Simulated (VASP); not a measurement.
# ScGa3 (Pm-3m) in VASP: a series of runs

Runs on ScGa3. Level: LDA. Tasks: single point.

All numbers are computed with VASP 6.6.1; they aren't measurements. Logs are shortened: lines on timing, memory, paths and dates and some standing lists are left out, and cuts for length are marked.

## (1) The cell of the first run

The structure is cubic, space group Pm-3m (No. 221). The conventional cell has a = 4.003 Å, b = 4.003 Å, c = 4.003 Å, α = 90.00°, β = 90.00°, γ = 90.00°. Sc (site symmetry m-3m) has 12 Ga at 2.83 Å within 3.7 Å. Ga (site symmetry 4/mmm) has 4 Sc at 2.83 Å and 8 Ga at 2.83 Å within 3.7 Å.

## (2) Single point, LDA

Input file INCAR:

```
SYSTEM = ScGa3
ALGO = Normal
EDIFF = 1E-6
ENCUT = 520
ISIF = 2
ISMEAR = 1
LASPH = .TRUE.
LCHARG = .FALSE.
LREAL = .FALSE.
LWAVE = .FALSE.
NBANDS = 33
NELM = 100
PREC = Accurate
SIGMA = 0.1
```

Input file KPOINTS:

```
k-points
0
G
  6 6 6
  0 0 0
```

Input file POSCAR:

```
ScGa3
1.0
    4.0025270067      0.0000000000      0.0000000000
    0.0000000000      4.0025270067      0.0000000000
    0.0000000000      0.0000000000      4.0025270067
Sc Ga
1 3
Direct
    0.0000000000      0.0000000000      0.0000000000
    0.0000000000      0.5000000000      0.5000000000
    0.5000000000      0.0000000000      0.5000000000
    0.5000000000      0.5000000000      0.0000000000
```

Potentials or basis: VASP PAW LDA potentials, release 64 (Sc_sv, Ga_d).

On the command line:

```console
cat potpaw_LDA.64/Sc_sv/POTCAR potpaw_LDA.64/Ga_d/POTCAR > POTCAR
mpirun -np 1 vasp_std > vasp.out
```

OUTCAR:

```text
SYSTEM = ScGa3
   EDIFF = 1E-6
   ENCUT = 520
   ISIF = 2
   ISMEAR = 1
   LASPH = .TRUE.
   LREAL = .FALSE.
   NELM = 100
   PREC = Accurate

 ion  position               nearest neighbor table
   1  0.000  0.000  0.000-   2 2.83   3 2.83   4 2.83   2 2.83   3 2.83   2 2.83   4 2.83   2 2.83
                             3 2.83   4 2.83   3 2.83   4 2.83
   2  0.000  0.500  0.500-   1 2.83   3 2.83   4 2.83   1 2.83   4 2.83   1 2.83   3 2.83   1 2.83
                             3 2.83   4 2.83   4 2.83   3 2.83
   3  0.500  0.000  0.500-   1 2.83   2 2.83   4 2.83   1 2.83   4 2.83   2 2.83   4 2.83   4 2.83
                             1 2.83   2 2.83   1 2.83   2 2.83
   4  0.500  0.500  0.000-   1 2.83   2 2.83   3 2.83   2 2.83   3 2.83   1 2.83   3 2.83   3 2.83
                             1 2.83   2 2.83   2 2.83   1 2.83

  LATTYP: Found a simple cubic cell.
 ALAT       =     4.0025270067

  Lattice vectors:

 A1 = (   4.0025270067,   0.0000000000,   0.0000000000)
 A2 = (   0.0000000000,   4.0025270067,   0.0000000000)
 A3 = (   0.0000000000,   0.0000000000,   4.0025270067)

Analysis of symmetry for initial positions (statically):
=====================================================================
 Subroutine PRICEL returns:
 Original cell was already a primitive cell.

 Routine SETGRP: Setting up the symmetry group for a
 simple cubic supercell.

 Subroutine GETGRP returns: Found 48 space group operations
 (whereof 48 operations were pure point group operations)
 out of a pool of 48 trial point group operations.

The static configuration has the point symmetry O_h .

Analysis of symmetry for dynamics (positions and initial velocities):
=====================================================================
 Subroutine PRICEL returns:
 Original cell was already a primitive cell.

 Routine SETGRP: Setting up the symmetry group for a
 simple cubic supercell.

 Subroutine GETGRP returns: Found 48 space group operations
 (whereof 48 operations were pure point group operations)
 out of a pool of 48 trial point group operations.

The dynamic configuration has the point symmetry O_h .

 Subroutine INISYM returns: Found 48 space group operations
 (whereof 48 operations are pure point group operations),
 and found     1 'primitive' translations

----------------------------------------------------------------------------------------

                                     Primitive cell

  volume of cell :      64.1214

  direct lattice vectors                    reciprocal lattice vectors
     4.002527007  0.000000000  0.000000000     0.249842162  0.000000000  0.000000000
     0.000000000  4.002527007  0.000000000     0.000000000  0.249842162  0.000000000
     0.000000000  0.000000000  4.002527007     0.000000000  0.000000000  0.249842162

  length of vectors
     4.002527007  4.002527007  4.002527007     0.249842162  0.249842162  0.249842162

  position of ions in fractional coordinates (direct lattice)
     0.000000000  0.000000000  0.000000000
     0.000000000  0.500000000  0.500000000
     0.500000000  0.000000000  0.500000000
     0.500000000  0.500000000  0.000000000

  ion indices of the primitive-cell ions
   primitive index   ion index
                 1           1
                 2           2
                 3           3
                 4           4

----------------------------------------------------------------------------------------

 KPOINTS: k-points

Automatic generation of k-mesh.
 Grid dimensions read from file:
 generate k-points for:    6    6    6

 Generating k-lattice:

  Cartesian coordinates                     Fractional coordinates (reciprocal lattice)
     0.041640360  0.000000000  0.000000000     0.166666667  0.000000000  0.000000000
     0.000000000  0.041640360  0.000000000     0.000000000  0.166666667  0.000000000
     0.000000000  0.000000000  0.041640360     0.000000000  0.000000000  0.166666667

  Length of vectors
     0.041640360  0.041640360  0.041640360

  Shift w.r.t. Gamma in fractional coordinates (k-lattice)
     0.000000000  0.000000000  0.000000000

 Subroutine IBZKPT returns following result:
 ===========================================

 Found     20 irreducible k-points:

 Following reciprocal coordinates:
            Coordinates               Weight
  0.000000  0.000000  0.000000      1.000000
  0.166667  0.000000  0.000000      6.000000
  0.333333  0.000000  0.000000      6.000000
  0.500000  0.000000  0.000000      3.000000
  0.166667  0.166667  0.000000     12.000000
  0.333333  0.166667  0.000000     24.000000
[... 12 lines left out ...]
  0.500000  0.500000  0.333333      6.000000
  0.500000  0.500000  0.500000      1.000000
   k-points           NKPTS =     20   k-points in BZ     NKDIM =     20   number of bands    NBANDS=     33
   number of dos      NEDOS =    301   number of ions     NIONS =      4
   total plane-waves  NPLWV =  27000
   dimension x,y,z NGX =    30 NGY =   30 NGZ =   30
   dimension x,y,z NGXF=    60 NGYF=   60 NGZF=   60
   ions per type =               1   3
   NGX,Y,Z   is equivalent  to a cutoff of  12.46, 12.46, 12.46 a.u.
   NGXF,Y,Z  is equivalent  to a cutoff of  24.92, 24.92, 24.92 a.u.
 SYSTEM =  ScGa3
   PREC   = accura    normal or accurate (medium, high low for compatibility)
   ISTART =      0    job   : 0-new  1-cont  2-samecut
   ICHARG =      2    charge: 1-file 2-atom 10-const
   ISPIN  =      1    spin polarized calculation?
   LNONCOLLINEAR =      F non collinear calculations
   LSORBIT =      F    spin-orbit coupling
   LASPH  =      T    aspherical Exc in radial PAW
   ENCUT  =  520.0 eV  38.22 Ry    6.18 a.u.   7.44  7.44  7.44*2*pi/ulx,y,z
   NELM   =    100;   NELMIN=  2; NELMDL= -5     # of ELM steps
   EDIFF  = 0.1E-05   stopping-criterion for ELM
   LREAL  =      F    real-space projection
[... 7 lines left out ...]
   TEBEG  =    0.0;   TEEND  =   0.0 temperature during run
   PSTRESS=    0.0 pullay stress
   NELECT =      50.0000    total number of electrons
   NUPDOWN=      -1.0000    fix difference up-down
   EMIN   =  10.00;   EMAX   =-10.00  energy-range for DOS
   EFERMI =   0.00;   METHOD = LEGACY
   ISMEAR =     1;   SIGMA  =   0.10  broadening in eV -4-tet -1-fermi 0-gaus
   EFERMI_NEDOS =   21; number of points for ismear=-14 and -15
   IALGO  =     38    algorithm
   IMIX   =      4    mixing-type and parameters
     AMIX     =   0.40;   BMIX     =  1.00
     AMIX_MAG =   1.60;   BMIX_MAG =  1.00
  volume/ion in A,a.u.               =      16.03       108.18
  Fermi-wavevector in a.u.,A,eV,Ry     =   1.506829  2.847493 30.892475  2.270533
  Thomas-Fermi vector in A             =   2.617495
   LORBIT       =      0    0 simple, 1 ext, 2 COOP (PROOUT), +10 PAW based schemes
   GGA     = CA    functional components
   LHFCALC =     F    Hartree Fock is set to
   AEXX    =    0.0000 exact exchange contribution
   IVDW    =     0    specifies the selected vdW correction
   LEPSILON=     F    determine dielectric tensor
   LRPA    =     F    only Hartree local field effects (RPA)
 non-spin polarized calculation
 Methfessel and Paxton  Order N= 1 SIGMA  =   0.10
  energy-cutoff  :      520.00
  volume of cell :       64.12
 maximum number of plane-waves:      1755
 NGX is ok and might be reduce to    30
   NGX = 15   NGY = 15   NGZ = 15

 number of electron      49.9999994 magnetization

 Free energy of the ion-electron system (eV)
  ---------------------------------------------------
  ext. energy  EPLUGINS =         0.00000000
  ---------------------------------------------------
  free energy    TOTEN  =       -19.85740199 eV

  energy without entropy =      -19.85670978  energy(sigma->0) =      -19.85717126

 E-fermi :   6.8110     XC(G=0): -12.1638

 val. band max:        6.7583907359   @ k =   0.3333   0.3333   0.0000
 cond. band min:       7.0528799254   @ k =   0.5000   0.3333   0.1667
 fundamental gap:      0.2944891895
 Fermi energy:         6.8110353266

 k-point     1 :       0.0000    0.0000    0.0000
  band No.  band energies     occupation
      1     -41.6571      2.00000
      2     -20.7034      2.00000
      3     -20.7034      2.00000
      4     -20.7034      2.00000
      5      -8.5092      2.00000
      6      -8.4736      2.00000
[... 25 lines left out ...]
     32      12.0392      0.00000
     33      12.0392      0.00000

 k-point     2 :       0.1667    0.0000    0.0000
  band No.  band energies     occupation
      1     -41.6566      2.00000
      2     -20.7153      2.00000
      3     -20.7031      2.00000
      4     -20.7031      2.00000
      5      -8.4814      2.00000
      6      -8.4655      2.00000
[... 25 lines left out ...]
     32      12.3090      0.00000
     33      12.3091      0.00000

 k-point     3 :       0.3333    0.0000    0.0000
  band No.  band energies     occupation
      1     -41.6556      2.00000
      2     -20.7390      2.00000
      3     -20.7024      2.00000
      4     -20.7024      2.00000
      5      -8.4478      2.00000
      6      -8.4139      2.00000
[... 25 lines left out ...]
     32      11.6432      0.00000
     33      12.0503      0.00000

 k-point     4 :       0.5000    0.0000    0.0000
  band No.  band energies     occupation
      1     -41.6551      2.00000
      2     -20.7508      2.00000
      3     -20.7020      2.00000
      4     -20.7020      2.00000
      5      -8.4380      2.00000
      6      -8.3685      2.00000
[... 25 lines left out ...]
     32      11.0184      0.00000
     33      11.4104      0.00000

 k-point     5 :       0.1667    0.1667    0.0000
  band No.  band energies     occupation
      1     -41.6561      2.00000
      2     -20.7158      2.00000
      3     -20.7133      2.00000
      4     -20.7027      2.00000
      5      -8.4607      2.00000
      6      -8.4453      2.00000
[... 460 lines left out ...]
 k-point    18 :       0.5000    0.3333    0.3333
  band No.  band energies     occupation
      1     -41.6524      2.00000
      2     -20.7387      2.00000
      3     -20.7289      2.00000
      4     -20.7266      2.00000
      5      -8.3886      2.00000
      6      -8.3581      2.00000
[... 25 lines left out ...]
     32      11.7029      0.00000
     33      14.5161      0.00000

 k-point    19 :       0.5000    0.5000    0.3333
  band No.  band energies     occupation
      1     -41.6520      2.00000
      2     -20.7367      2.00000
      3     -20.7367      2.00000
      4     -20.7262      2.00000
      5      -8.3732      2.00000
      6      -8.3718      2.00000
[... 25 lines left out ...]
     32      10.7974      0.00000
     33      15.9181      0.00000

 k-point    20 :       0.5000    0.5000    0.5000
  band No.  band energies     occupation
      1     -41.6515      2.00000
      2     -20.7347      2.00000
      3     -20.7347      2.00000
      4     -20.7347      2.00000
      5      -8.3902      2.00000
      6      -8.3902      2.00000
[... 25 lines left out ...]
     32      10.8092      0.00000
     33      17.8485      0.00000

------------------------ aborting loop because EDIFF is reached ----------------------------------------

  FORCE on cell =-STRESS in cart. coord.  units (eV):
  Direction    XX          YY          ZZ          XY          YZ          ZX
  --------------------------------------------------------------------------------------
  -------------------------------------------------------------------------------------
  Total        0.0988046      0.0988046      0.0988046      0.0000000      0.0000000     -0.0000000
  in kB        2.4687948      2.4687948      2.4687948      0.0000000      0.0000000     -0.0000000
  external PRESSURE =       2.4687948 kB  Pullay stress =       0.0000000 kB

 VOLUME and BASIS-vectors are now :
 -----------------------------------------------------------------------------
  energy-cutoff  :      520.00
  volume of cell :       64.12
      direct lattice vectors                 reciprocal lattice vectors
     4.002527007  0.000000000  0.000000000     0.249842162  0.000000000  0.000000000
     0.000000000  4.002527007  0.000000000     0.000000000  0.249842162  0.000000000
     0.000000000  0.000000000  4.002527007     0.000000000  0.000000000  0.249842162

 POSITION                                       TOTAL-FORCE (eV/Angst)
 -----------------------------------------------------------------------------------
      0.00000      0.00000      0.00000         0.000000      0.000000      0.000000
      0.00000      2.00126      2.00126         0.000000      0.000000      0.000000
      2.00126      0.00000      2.00126         0.000000      0.000000      0.000000
      2.00126      2.00126      0.00000         0.000000      0.000000      0.000000
 -----------------------------------------------------------------------------------
    total drift:                                0.000000      0.000000     -0.000000

  FREE ENERGIE OF THE ION-ELECTRON SYSTEM (eV)
  ---------------------------------------------------
  free  energy   TOTEN  =       -19.8574019916 eV

  energy  without entropy=      -19.8567097820  energy(sigma->0) =      -19.85717126
```

It used 43 s of CPU time on 1 thread of AMD EPYC 7R13 Processor (Zen 3), on a shared host.

Results:

* Free energy: -19.8574 eV
* Pressure: 0.2 GPa
* Band gap on the k mesh: zero (band 25 reaches 7.36 eV, above the bottom of band 26 at 3.70 eV)

## (3) Single point, LDA

This run uses another cell than the first one, of 17.17 Å³/atom, 1.071 times its volume.

Input file INCAR:

```
SYSTEM = ScGa3
  ALGO = Normal
  EDIFF = 1E-6
  ENCUT = 520
  ISIF = 2
  ISMEAR = 1
  LASPH = .TRUE.
  LCHARG = .FALSE.
  LREAL = .FALSE.
  LWAVE = .FALSE.
  NBANDS = 33
  NELM = 60
  PREC = Accurate
  SIGMA = 0.1
```

KPOINTS is that of step 2.

Input file POSCAR:

```
ScGa3
1.0
    4.0950000000      0.0000000000      0.0000000000
    0.0000000000      4.0950000000      0.0000000000
    0.0000000000      0.0000000000      4.0950000000
Sc Ga
1 3
Direct
    0.0000000000      0.0000000000      0.0000000000
    0.0000000000      0.5000000000      0.5000000000
    0.5000000000      0.0000000000      0.5000000000
    0.5000000000      0.5000000000      0.0000000000
```

Potentials or basis: VASP PAW LDA potentials, release 64 (Sc_sv, Ga_d).

On the command line:

```console
cat potpaw_LDA.64/Sc_sv/POTCAR potpaw_LDA.64/Ga_d/POTCAR > POTCAR
mpirun -np 1 vasp_std > vasp.out
```

OUTCAR:

```text
SYSTEM = ScGa3
   EDIFF = 1E-6
   ENCUT = 520
   ISIF = 2
   ISMEAR = 1
   LASPH = .TRUE.
   LREAL = .FALSE.
   NELM = 60
   PREC = Accurate

 ion  position               nearest neighbor table
   1  0.000  0.000  0.000-   2 2.90   3 2.90   4 2.90   2 2.90   3 2.90   2 2.90   4 2.90   2 2.90
                             3 2.90   4 2.90   3 2.90   4 2.90
   2  0.000  0.500  0.500-   1 2.90   3 2.90   4 2.90   1 2.90   4 2.90   1 2.90   3 2.90   1 2.90
                             3 2.90   4 2.90   4 2.90   3 2.90
   3  0.500  0.000  0.500-   1 2.90   2 2.90   4 2.90   1 2.90   4 2.90   2 2.90   4 2.90   4 2.90
[... 917 lines left out ...]
  --------------------------------------------------------------------------------------
  -------------------------------------------------------------------------------------
  Total       -2.2848636     -2.2848636     -2.2848636      0.0000000     -0.0000000      0.0000000
  in kB      -53.3100565    -53.3100565    -53.3100565      0.0000000     -0.0000000      0.0000000
  external PRESSURE =     -53.3100565 kB  Pullay stress =       0.0000000 kB

 VOLUME and BASIS-vectors are now :
 -----------------------------------------------------------------------------
  energy-cutoff  :      520.00
  volume of cell :       68.67
      direct lattice vectors                 reciprocal lattice vectors
     4.095000000  0.000000000  0.000000000     0.244200244  0.000000000  0.000000000
     0.000000000  4.095000000  0.000000000     0.000000000  0.244200244  0.000000000
     0.000000000  0.000000000  4.095000000     0.000000000  0.000000000  0.244200244

 POSITION                                       TOTAL-FORCE (eV/Angst)
 -----------------------------------------------------------------------------------
      0.00000      0.00000      0.00000         0.000000      0.000000      0.000000
      0.00000      2.04750      2.04750         0.000000      0.000000      0.000000
      2.04750      0.00000      2.04750         0.000000      0.000000      0.000000
      2.04750      2.04750      0.00000         0.000000      0.000000      0.000000
 -----------------------------------------------------------------------------------
    total drift:                                0.000000      0.000000     -0.000000

  FREE ENERGIE OF THE ION-ELECTRON SYSTEM (eV)
  ---------------------------------------------------
  free  energy   TOTEN  =       -19.7831394252 eV

  energy  without entropy=      -19.7828017623  energy(sigma->0) =      -19.78302687
```

OSZICAR:

```text
N       E                     dE             d eps       ncg     rms          rms(c)
DAV:   1     0.421087106454E+03    0.42109E+03   -0.22936E+04  1336   0.267E+03
DAV:   2     0.289524844640E+02   -0.39213E+03   -0.38193E+03  1320   0.612E+02
DAV:   3    -0.192043177355E+02   -0.48157E+02   -0.47194E+02  1630   0.181E+02
DAV:   4    -0.209105842225E+02   -0.17063E+01   -0.16930E+01  1888   0.369E+01
DAV:   5    -0.209437040798E+02   -0.33120E-01   -0.33024E-01  1792   0.474E+00    0.813E+00
DAV:   6    -0.198852614791E+02    0.10584E+01   -0.33380E+00  1765   0.150E+01    0.250E+00
DAV:   7    -0.198126511866E+02    0.72610E-01   -0.16988E-01  1763   0.380E+00    0.156E+00
DAV:   8    -0.197838397554E+02    0.28811E-01   -0.55837E-02  1765   0.171E+00    0.196E-01
DAV:   9    -0.197832001925E+02    0.63956E-03   -0.87844E-03  1715   0.108E+00    0.680E-02
DAV:  10    -0.197831588493E+02    0.41343E-04   -0.52644E-04  1975   0.234E-01    0.375E-02
DAV:  11    -0.197831389741E+02    0.19875E-04   -0.13412E-04  1822   0.129E-01    0.753E-03
DAV:  12    -0.197831394252E+02   -0.45114E-06   -0.90060E-06  1691   0.286E-02
   1 F= -.19783139E+02 E0= -.19783027E+02  d E =-.337663E-03
```

It took 50 s on 1 thread of AMD EPYC 7R13 (Zen 3), shared host; peak memory 0.13 GiB.

What came out:

```
Free energy            : -19.7831 eV
Pressure               : -5.3 GPa
Band gap on the k mesh : zero (band 25 reaches 6.49 eV, above the bottom of band 26 at 3.20 eV)
```
